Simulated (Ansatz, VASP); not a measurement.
**PtSe2 in VASP and in Ansatz**

```
Pt Se
1.0
     1.91085    1.06562    5.76071
    -1.91085    1.06562    5.76071
     0.00000   -2.13123    5.76071
Pt Se
1 2
Cartesian
  0.0000 0.0000 0.0000
  0.0000 0.0224 4.4695
  0.0000 -0.0224 12.8126
```

Change from the starting cell: uniaxial_x strain +3.5%.

Alike in both runs: task single point; functional r2SCAN; k mesh 8 × 8 × 8; no spin polarisation.

|  | VASP | Ansatz |
| --- | --- | --- |
| version | VASP 6.6.1 | Ansatz 0.2.0 |
| potentials or method | VASP PAW PBE potentials, release 64 (Pt, Se) | plane waves, PAW |
| plane-wave cutoff (eV) | 520 | 500 |
| occupations | gaussian, width 0.01 eV | fixed |
| valence electrons in the cell | 22 | 50 |

Ansatz gave:

* gap on the k mesh at the Fermi level (eV): 0.45
* pressure (GPa): -1.2
* traceless stress, the component that is largest in VASP (GPa): -2.61
* rms of the force components (eV/Å): 0.012

Problem. What did VASP give for the same quantities?

Solution. gap on the k mesh at the Fermi level (eV): 0.44; pressure (GPa): -1.1; traceless stress, the component that is largest in VASP (GPa): -2.59; rms of the force components (eV/Å): 0.008.

VASP's potentials were made for PBE, not for r2SCAN. Atom by atom the forces differ by 0.004 eV/Å (rms over components). VASP's potentials hold 22 valence electrons a cell and Ansatz's 50, so a difference there can come from the potentials and not from the codes.

Spin-orbit coupling is off throughout.
